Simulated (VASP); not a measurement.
B5Pt, 6 atoms in the cell. It takes space group P6/mmm (No. 191, hexagonal). The conventional cell has a = 2.923 Å, b = 2.923 Å, c = 6.636 Å, α = 90.00°, β = 90.00°, γ = 120.00°. Within 2.2 Å of B (site symmetry 3m) lie 6 B at 1.69 to 2.14 Å. B (site symmetry 6/mmm) has 12 B at 2.14 Å within 2.8 Å. Pt (site symmetry 6/mmm) has 14 B at 2.61 to 3.32 Å and 6 Pt at 2.92 Å within 3.4 Å. The cell was built from a structure type or drawn by symmetry, and may not be a known phase.

- Program: VASP 6.6.1
- Task: single point
- Functional: PBE
- Potentials or basis: VASP PAW PBE potentials, release 64 (B, Pt)
- Cutoff: 520 eV
- k mesh: 6 × 6 × 4
- Occupations: gaussian, width 0.1 eV
- Spin: no spin polarisation
- Dipole correction: no
- Further INCAR settings: ALGO = Normal; EDIFF = 1e-07; NBANDS = 22

Potentials or basis: VASP PAW PBE potentials, release 64 (B, Pt).

Launch:

```console
$ cat potpaw_PBE.64/B/POTCAR potpaw_PBE.64/Pt/POTCAR > POTCAR
$ mpirun -np 1 vasp_std > vasp.out
```

Hardware: 1 thread of Intel Xeon 8259CL (shared host).

Problem. How long does it take, and how much memory?

Solution. It took 32 s on 1 thread of Intel Xeon 8259CL (shared host), peak memory 0.18 GiB. Counts: scf iterations 16, k points 21.
